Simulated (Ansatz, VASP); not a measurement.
Cs: VASP beside Ansatz

```
Cs
1.0
    -3.07717    3.07717    3.07717
     3.07717   -3.07717    3.07717
     3.07717    3.07717   -3.07717
Cs
1
Direct
  0.00000 0.00000 0.00000
```

Alike in both runs: task single point; functional PBE; k mesh 7 × 7 × 7; no spin polarisation.

|  | VASP | Ansatz |
| --- | --- | --- |
| version | VASP 6.6.1 | Ansatz 0.2.0 |
| potentials or method | VASP PAW PBE potentials, release 64 (Cs_sv), cutoff 520 eV | plane waves (420 eV) with PAW, scalar-relativistic |
| occupations | methfessel-paxton of order 1, width 0.03 eV | cold, width 0.03 eV |
| valence electrons in the cell | 9 | 9 |

```csv
,VASP,Ansatz,Ansatz less VASP
pressure (GPa),0.0,0.0,+0.01
```

Neither program's run includes spin-orbit coupling.
